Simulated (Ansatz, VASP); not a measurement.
**AlP in VASP and in Ansatz**

```
Al P
1.0
     0.00000    2.75348    2.75348
     2.75348    0.00000    2.75348
     2.75348    2.75348    0.00000
Al P
1 1
Cartesian
  0.0000 0.0000 0.0000
  1.3767 1.3767 1.3767
```

Alike in both runs: task single point; functional PBE; k mesh 8 × 8 × 8; occupations gaussian, width 0.02 eV; no spin polarisation.

```csv
,VASP,Ansatz
version,VASP 6.6.1,Ansatz 0.2.0
potentials or method,"VASP PAW PBE potentials, release 64 (Al, P), cutoff 500 eV","scalar-relativistic, plane waves, PAW"
valence electrons in the cell,8,8
```

```csv
,VASP,Ansatz,Ansatz less VASP
gap on the k mesh at the Fermi level (eV),1.63,1.63,+0.002
least direct gap on the mesh (eV),3.09,3.09,+0.003
pressure (GPa),-0.1,0.0,+0.07
```

With one functional, cell and mesh, what is left measures potentials, basis and numerics.
